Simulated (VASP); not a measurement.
Runs of VASP 6.6.1 on WS2. The structure is that of space group P6_3/mmc (No. 194), or close to it. The cells are those of the table. 

```tsv
task	cell	k mesh	cutoff (eV)	smearing	gap on the mesh (eV)	pressure (GPa)	largest force (eV/Å)
single point	a = 3.153, b = 3.153, c = 14.282 Å, angles 90.0, 90.0, 120.0°, 6 atoms	6 × 6 × 2	520	gaussian 0.1 eV	1.64	1.0	0.18
single point	a = 3.188, b = 3.188, c = 14.794 Å, angles 90.0, 90.0, 120.0°, 6 atoms	12 × 12 × 2	520	gaussian 0.02 eV	1.63	0.0	0.01
relaxation of cell and atoms	relaxed from a = 3.153, b = 3.153, c = 14.282 Å, angles 90.0, 90.0, 120.0°, 6 atoms	12 × 12 × 2	600	gaussian 0.02 eV	(a)	0.0	0.01
single point	a = 3.188, b = 3.188, c = 14.792 Å, angles 90.0, 90.0, 120.0°, 6 atoms	12 × 12 × 2	520	gaussian 0.02 eV	1.63	0.0	0.01
```

Alike in all rows: level PBE; potentials or basis VASP PAW PBE potentials, release 64 (W_sv, S); no spin polarisation.

Q: Estimate the missing entries.

A: (a) 1.55.

Caveats: spin-orbit coupling is left out, which moves the levels of the heavy elements; this functional lacks dispersion, which binds the layers, so the pressure and a relaxed spacing across them are unreliable.

A k mesh can miss the band edges, and the runs leave out spin-orbit coupling on W.
